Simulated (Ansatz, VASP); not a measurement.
One calculation of Ni, two programs

File INCAR:

```
PREC = Accurate
ENCUT = 520
EDIFF = 1E-6
ISMEAR = 0
SIGMA = 0.15
LREAL = False
LASPH = True
NELM = 150
ALGO = Normal
ISIF = 2
LWAVE = False
LCHARG = False
ISPIN = 2
MAGMOM = 0.75 0.75 0.75 0.75 0.75 0.75 0.75 0.75
LORBIT = 11
LMAXMIX = 4
GGA = PE
NBANDS = 54
```

The input KPOINTS:

```
regular mesh
0
Gamma
  8 8 8
```

Contents of POSCAR:

```
Ni
1.0
   -3.5185213065     -3.5185213065      0.0000000000
    0.0000000000     -3.5185213065      3.5185213065
   -3.5185213065      0.0000000000      3.5185213065
Ni
8
Direct
    0.5000000000      0.0000000000      0.0000000000
    0.0000000000      0.0000000000      0.0000000000
    0.5000000000      0.5000000000      0.0000000000
    0.0000000000      0.5000000000      0.0000000000
    0.5000000000      0.0000000000      0.5000000000
    0.0000000000      0.0000000000      0.5000000000
    0.5000000000      0.5000000000      0.5000000000
    0.0000000000      0.5000000000      0.5000000000
```

Input for Ansatz:

```yaml
crystal:
  lattice:
    - [-3.5185213065, -3.5185213065, 0.0]
    - [0.0, -3.5185213065, 3.5185213065]
    - [-3.5185213065, 0.0, 3.5185213065]
  atoms:
    - { symbol: Ni, position: [0.5, 0.0, 0.0], spin: 0.75 }
    - { symbol: Ni, position: [0.0, 0.0, 0.0], spin: 0.75 }
    - { symbol: Ni, position: [0.5, 0.5, 0.0], spin: 0.75 }
    - { symbol: Ni, position: [0.0, 0.5, 0.0], spin: 0.75 }
    - { symbol: Ni, position: [0.5, 0.0, 0.5], spin: 0.75 }
    - { symbol: Ni, position: [0.0, 0.0, 0.5], spin: 0.75 }
    - { symbol: Ni, position: [0.5, 0.5, 0.5], spin: 0.75 }
    - { symbol: Ni, position: [0.0, 0.5, 0.5], spin: 0.75 }
basis:
  ecutwfc: 420
kpoints:
  mp_grid: { grid: [8, 8, 8] }
hamiltonian:
  xc: pbe
scf:
  occupations: { method: gaussian, width: 0.15 }
output:
  forces: true
  stress: true
  eigenvalues: true
  populations: true
  write_density: true
  write_potential: true
  elf: true
  volumetric_format: npy
magnetization:
  spin_polarized: true
```

Alike in both runs: task single point; functional PBE; k mesh 8 × 8 × 8; occupations gaussian, width 0.15 eV; collinear spin.

```csv
,VASP,Ansatz
version,VASP 6.6.1,Ansatz 0.2.0
potentials or method,"VASP PAW PBE potentials, release 64 (Ni), cutoff 520 eV","scalar-relativistic, plane waves, PAW"
valence electrons in the cell,80,144
```

```tsv
	VASP	Ansatz	Ansatz less VASP
gap on the k mesh at the Fermi level (eV)	none	none	-
pressure (GPa)	-0.2	-0.1	+0.07
net moment per atom (μB)	0.60	0.61	+0.009
size of the moment on the site where the two differ most (μB)	0.61	0.65	+0.036
```

Site moments also hang on the region over which each program counts them. A gap of «none» marks a metal or a gap that the smearing closes. With one functional, cell and mesh, what is left measures potentials, basis and numerics. VASP's potentials hold 80 valence electrons a cell and Ansatz's 144, so a difference there can come from the potentials and not from the codes.
